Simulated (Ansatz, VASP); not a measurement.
# One calculation of MoI3, two programs

```
CELL_PARAMETERS angstrom
5.81509 0.00000 0.00000
0.00000 5.81509 0.00000
0.00000 0.00000 5.81509
ATOMIC_POSITIONS crystal
Mo 0.00000 0.00000 0.00000
I 0.50000 0.00000 0.00000
I 0.00000 0.00000 0.50000
I 0.00000 0.50000 0.00000
```

Alike in both runs: task single point; functional PBE; k mesh 3 × 3 × 3; occupations gaussian, width 0.05 eV; non-collinear spin, spin-orbit coupling; Hubbard terms Mo d U = 4.4 eV.

|  | VASP | Ansatz |
| --- | --- | --- |
| version | VASP 6.6.1 | Ansatz 0.2.0 |
| potentials or method | VASP PAW PBE potentials, release 64 (Mo_sv, I), cutoff 520 eV | plane waves, PAW |
| valence electrons in the cell | 35 | 65 |

```csv
,VASP,Ansatz,Ansatz less VASP
pressure (GPa),-0.3,0.6,+0.97
"traceless stress, the component that is largest in VASP (GPa)",0.07,0.00,-0.073
net moment per atom (μB),0.89,0.88,-0.008
```

The programs project onto different local orbitals, so the same U acts differently, and such runs can settle in different states. VASP's potentials hold 35 valence electrons a cell and Ansatz's 65, so a difference there can come from the potentials and not from the codes. Ansatz's warnings: filled band counts differ across k points, stress scf threshold loose, xc potential rough in thin density.

The k mesh is coarse, so the values compare programs but aren't converged.
